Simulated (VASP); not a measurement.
Hf, 1 atom in the cell. The structure is tetragonal, space group I4/mmm (No. 139). Conventional cell: a = 2.928 Å, b = 2.928 Å, c = 4.833 Å, α = 90.00°, β = 90.00°, γ = 90.00°. Hf (site symmetry 4/mmm) has 12 Hf at 2.93 to 3.18 Å within 3.9 Å. 

```yaml
Program: VASP 6.6.1
Task: single point
Functional: LDA
Potentials_or_basis: VASP PAW LDA potentials, release 64 (Hf_pv)
Cutoff: 520 eV
k_mesh: 20 × 20 × 20
Occupations: gaussian, width 0.15 eV
Spin: no spin polarisation
Dipole_correction: no
Further_INCAR_settings: ALGO = Fast; EDIFF = 1e-06; NBANDS = 11
```

Potentials or basis: VASP PAW LDA potentials, release 64 (Hf_pv).

Command:

```bash
$ cat potpaw_LDA.64/Hf_pv/POTCAR > POTCAR
$ mpirun -np 1 vasp_std > vasp.out
```

Hardware: 1 thread of Intel Xeon 8259CL, with other jobs on the host.

Task: How long does it take, and how much memory?

Result: Wall time 2.6 min on 1 thread of Intel Xeon 8259CL, on a shared host, peak memory 0.25 GiB. Counts: scf iterations 12, k points 641.
